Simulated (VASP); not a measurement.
# Au in VASP: single point with LDA

Aim: the single point of Au with LDA.

Program: VASP 6.6.1. These are calculated values, not measurements. Logs are shortened: lines on timing, memory, paths and dates and some standing lists are left out, and cuts for length are marked.

## 1. The cell of the first run

The cell holds a slab with vacuum, 3 atoms: a = 2.863 Å, b = 2.863 Å, c = 20.048 Å, α = 90.00°, β = 90.00°, γ = 90.00°.

## 2. Single point, LDA, non-collinear spin, zero start, spin-orbit coupling

File INCAR:

```
SYSTEM = Au
  ALGO = Normal
  DIPOL = 0.5 0.5 0.500
  EDIFF = 1E-7
  ENCUT = 520
  GGA_COMPAT = .False.
  IDIPOL = 3
  ISIF = 2
  ISMEAR = -1
  LASPH = .True.
  LCHARG = .False.
  LDIPOL = .True.
  LMAXMIX = 4
  LORBIT = 11
  LORBMOM = .True.
  LREAL = .False.
  LSORBIT = .True.
  LWAVE = .False.
  MAGMOM = 0 0 0 0 0 0 0 0 0
  NBANDS = 46
  NELM = 150
  PREC = Accurate
  SIGMA = 0.08
```

File KPOINTS:

```
k-points
0
Gamma
  14 14 1
  0 0 0
```

File POSCAR:

```
Au
1.0
    2.8625268915      0.0000000000      0.0000000000
    0.0000000000      2.8625268915      0.0000000000
    0.0000000000      0.0000000000     20.0482000000
Au
3
Direct
    0.0000000000      0.0000000000      0.4006258136
    0.5000000000      0.5000000000      0.4999999998
    0.0000000000      0.0000000000      0.5993741866
```

Potentials or basis: VASP PAW LDA potentials, release 64 (Au).

The run is started by

```bash
cat potpaw_LDA.64/Au/POTCAR > POTCAR
mpirun -np 1 vasp_ncl > vasp.out
```

OUTCAR:

```text
SYSTEM = Au
   EDIFF = 1E-7
   ENCUT = 520
   ISIF = 2
   ISMEAR = -1
   LASPH = .True.
   LORBIT = 11
   LREAL = .False.
   LSORBIT = .True.
   NELM = 150
   PREC = Accurate

 ion  position               nearest neighbor table
   1  0.000  0.000  0.401-   2 2.84   2 2.84   2 2.84   2 2.84
   2  0.500  0.500  0.500-   1 2.84   1 2.84   1 2.84   1 2.84   3 2.84   3 2.84   3 2.84   3 2.84

   3  0.000  0.000  0.599-   2 2.84   2 2.84   2 2.84   2 2.84

  LATTYP: Found a simple tetragonal cell.
 ALAT       =     2.8625268915
 C/A-ratio  =     7.0036721959

  Lattice vectors:

 A1 = (   2.8625268915,   0.0000000000,   0.0000000000)
 A2 = (   0.0000000000,   2.8625268915,   0.0000000000)
 A3 = (   0.0000000000,   0.0000000000,  20.0482000000)

Analysis of symmetry for initial positions (statically):
=====================================================================
 Subroutine PRICEL returns:
 Original cell was already a primitive cell.

 Routine SETGRP: Setting up the symmetry group for a
 simple tetragonal supercell.

 Subroutine GETGRP returns: Found 16 space group operations
 (whereof 16 operations were pure point group operations)
 out of a pool of 16 trial point group operations.

The static configuration has the point symmetry D_4h.

Analysis of symmetry for dynamics (positions and initial velocities):
=====================================================================
 Subroutine PRICEL returns:
 Original cell was already a primitive cell.

 Routine SETGRP: Setting up the symmetry group for a
 simple tetragonal supercell.

 Subroutine GETGRP returns: Found 16 space group operations
 (whereof 16 operations were pure point group operations)
 out of a pool of 16 trial point group operations.

The dynamic configuration has the point symmetry D_4h.

Analysis of structural, dynamic, and magnetic symmetry:
=====================================================================
 Subroutine PRICEL returns:
 Original cell was already a primitive cell.

 Routine SETGRP: Setting up the symmetry group for a
 simple tetragonal supercell.

 Subroutine GETGRP returns: Found 16 space group operations
 (whereof 16 operations were pure point group operations)
 out of a pool of 16 trial point group operations.

The overall configuration has the point symmetry D_4h.

 Subroutine INISYM returns: Found 16 space group operations
 (whereof 16 operations are pure point group operations),
 and found     1 'primitive' translations

----------------------------------------------------------------------------------------

                                     Primitive cell

  volume of cell :     164.2762

  direct lattice vectors                    reciprocal lattice vectors
     2.862526891  0.000000000  0.000000000     0.349341696  0.000000000  0.000000000
     0.000000000  2.862526891  0.000000000     0.000000000  0.349341696  0.000000000
     0.000000000  0.000000000 20.048200000     0.000000000  0.000000000  0.049879790

  length of vectors
     2.862526891  2.862526891 20.048200000     0.349341696  0.349341696  0.049879790

  position of ions in fractional coordinates (direct lattice)
     0.000000000  0.000000000  0.400625814
     0.500000000  0.500000000  0.500000000
     0.000000000  0.000000000  0.599374187

  ion indices of the primitive-cell ions
   primitive index   ion index
                 1           1
                 2           2
                 3           3

----------------------------------------------------------------------------------------

 KPOINTS: k-points

Automatic generation of k-mesh.
 Grid dimensions read from file:
 generate k-points for:   14   14    1

 Generating k-lattice:

  Cartesian coordinates                     Fractional coordinates (reciprocal lattice)
     0.024952978  0.000000000  0.000000000     0.071428571  0.000000000  0.000000000
     0.000000000  0.024952978  0.000000000     0.000000000  0.071428571  0.000000000
     0.000000000  0.000000000  0.049879790     0.000000000  0.000000000  1.000000000

  Length of vectors
     0.024952978  0.024952978  0.049879790

[... 104 lines left out ...]
  free energy    TOTEN  =       -12.81797046 eV

  energy without entropy =      -12.79950480  energy(sigma->0) =      -12.80873763

 E-fermi :  -0.9884     XC(G=0):  -4.9010

 val. band max:       -1.0013324271   @ k =   0.5000   0.0000   0.0000
 cond. band min:      -0.8113358210   @ k =   0.5000   0.0000   0.0000
 fundamental gap:      0.1899966060
 Fermi energy:        -0.9884351656

 k-point     1 :       0.0000    0.0000    0.0000
  band No.  band energies     occupation
      1     -10.1175      1.00000
      2     -10.1175      1.00000
      3      -7.8280      1.00000
      4      -7.8280      1.00000
      5      -7.8096      1.00000
      6      -7.8096      1.00000
[... 1141 lines left out ...]
     44       7.0723      0.00000
     45       7.7445      0.00000

 [... further k-points ...]

 [bands above 45 left out]

------------------------ aborting loop because EDIFF is reached ----------------------------------------

 vacuum level on the upper side and lower side of the slab       (xc-potential included)        -0.009        -0.009

  FORCE on cell =-STRESS in cart. coord.  units (eV):
  Direction    XX          YY          ZZ          XY          YZ          ZX
  --------------------------------------------------------------------------------------
  -------------------------------------------------------------------------------------
  Total       -3.5332486     -3.5332486     -0.2516639      0.0000000      0.0000000      0.0000000
  in kB      -34.4596003    -34.4596003     -2.4544657      0.0000000      0.0000000      0.0000000
  external PRESSURE =     -23.7912221 kB  Pullay stress =       0.0000000 kB

 VOLUME and BASIS-vectors are now :
 -----------------------------------------------------------------------------
  energy-cutoff  :      520.00
  volume of cell :      164.28
      direct lattice vectors                 reciprocal lattice vectors
     2.862526891  0.000000000  0.000000000     0.349341696  0.000000000  0.000000000
     0.000000000  2.862526891  0.000000000     0.000000000  0.349341696  0.000000000
     0.000000000  0.000000000 20.048200000     0.000000000  0.000000000  0.049879790

 POSITION                                       TOTAL-FORCE (eV/Angst)
 -----------------------------------------------------------------------------------
      0.00000      0.00000      8.03183        -0.000000     -0.000000      0.053052
      1.43126      1.43126     10.02410         0.000000      0.000000     -0.000000
      0.00000      0.00000     12.01637         0.000000     -0.000000     -0.053052
 -----------------------------------------------------------------------------------
    total drift:                                0.000000     -0.000000      0.000000

  FREE ENERGIE OF THE ION-ELECTRON SYSTEM (eV)
  ---------------------------------------------------
  free  energy   TOTEN  =       -12.8179704597 eV

  energy  without entropy=      -12.7995048049  energy(sigma->0) =      -12.80873763

 vacuum level on the upper side and lower side of the slab         4.565         4.565

 orbital moment (x)

 # of ion     p       d       tot
 ----------------------------------------
  1         0.000  -0.000  -0.000
  2         0.000  -0.000  -0.000
  3         0.000  -0.000  -0.000
 ----------------------------------------
            0.000  -0.000  -0.000

 orbital moment (y)

 # of ion     p       d       tot
 ----------------------------------------
  1         0.000   0.000   0.000
  2        -0.000  -0.000  -0.000
  3         0.000   0.000   0.000
 ----------------------------------------
           -0.000   0.000   0.000

 orbital moment (z)

 # of ion     p       d       tot
 ----------------------------------------
  1         0.000   0.000   0.000
  2         0.000   0.000   0.000
  3         0.000   0.000   0.000
 ----------------------------------------
            0.000   0.000   0.000

 Spin-Orbit-Coupling matrix elements

 Ion:    1  E_soc:     -0.5645191
 l=   1
     0.0000000    -0.0223667    -0.0253391
    -0.0223667     0.0000000    -0.0223667
    -0.0253391    -0.0223667     0.0000000
 l=   2
     0.0000000    -0.0130625     0.0000000    -0.0130625    -0.0593328
    -0.0130625     0.0000000    -0.0402312    -0.0145228    -0.0158720
     0.0000000    -0.0402312     0.0000000    -0.0402312     0.0000000
    -0.0130625    -0.0145228    -0.0402312     0.0000000    -0.0158720
    -0.0593328    -0.0158720     0.0000000    -0.0158720     0.0000000
 l=   3
     0.0000000     0.0000000     0.0000000     0.0000000     0.0000000     0.0000000     0.0000000
     0.0000000     0.0000000     0.0000000     0.0000000     0.0000000     0.0000000     0.0000000
     0.0000000     0.0000000     0.0000000     0.0000000     0.0000000     0.0000000     0.0000000
     0.0000000     0.0000000     0.0000000     0.0000000     0.0000000     0.0000000     0.0000000
[... 29 lines left out ...]
 l=   2
     0.0000000    -0.0130625     0.0000000    -0.0130625    -0.0593328
    -0.0130625     0.0000000    -0.0402312    -0.0145228    -0.0158720
     0.0000000    -0.0402312     0.0000000    -0.0402312     0.0000000
    -0.0130625    -0.0145228    -0.0402312     0.0000000    -0.0158720
    -0.0593328    -0.0158720     0.0000000    -0.0158720     0.0000000
 l=   3
     0.0000000     0.0000000     0.0000000     0.0000000     0.0000000     0.0000000     0.0000000
     0.0000000     0.0000000     0.0000000     0.0000000     0.0000000     0.0000000     0.0000000
     0.0000000     0.0000000     0.0000000     0.0000000     0.0000000     0.0000000     0.0000000
     0.0000000     0.0000000     0.0000000     0.0000000     0.0000000     0.0000000     0.0000000
     0.0000000     0.0000000     0.0000000     0.0000000     0.0000000     0.0000000     0.0000000
     0.0000000     0.0000000     0.0000000     0.0000000     0.0000000     0.0000000     0.0000000
     0.0000000     0.0000000     0.0000000     0.0000000     0.0000000     0.0000000     0.0000000

 total charge

# of ion       s       p       d       tot
------------------------------------------
    1        0.568   0.279   8.745   9.593
    2        0.541   0.387   8.752   9.680
    3        0.568   0.279   8.745   9.593
--------------------------------------------------
tot          1.678   0.946  26.243  28.866

 magnetization (x)

# of ion       s       p       d       tot
------------------------------------------
    1        0.000   0.000  -0.000  -0.000
    2        0.000   0.000   0.000   0.000
    3        0.000   0.000  -0.000  -0.000
--------------------------------------------------
tot          0.000   0.000  -0.000  -0.000

 magnetization (y)

# of ion       s       p       d       tot
------------------------------------------
    1        0.000   0.000   0.000   0.000
    2        0.000   0.000   0.000   0.000
    3        0.000   0.000   0.000   0.000
--------------------------------------------------
tot          0.000   0.000   0.000   0.000

 magnetization (z)

# of ion       s       p       d       tot
------------------------------------------
    1       -0.000   0.000   0.000  -0.000
    2        0.000   0.000   0.000   0.000
    3       -0.000   0.000   0.000  -0.000
--------------------------------------------------
tot         -0.000   0.000   0.000  -0.000
```

Run time: 13 min. Hardware: 1 thread of Oxide Virtual Turin-like, shared host; peak memory 0.65 GiB.

Results:

```yaml
Free_energy: -12.8180 eV
Largest_force: 0.053 eV/Å
Net_moment: 0.00 μB per cell
Valence_electrons_inside_the_program's_atomic_spheres: Au 9.59, 9.68 (each value once)
```

Forces on the atoms (eV/Å):
```
Au   0.000  0.000  0.053
Au   0.000  0.000  0.000
Au   0.000  0.000 -0.053
```

Moments on the atoms (μB; x, y, z):
```
Au  0.00 0.00 0.00
Au  0.00 0.00 0.00
Au  0.00 0.00 0.00
```
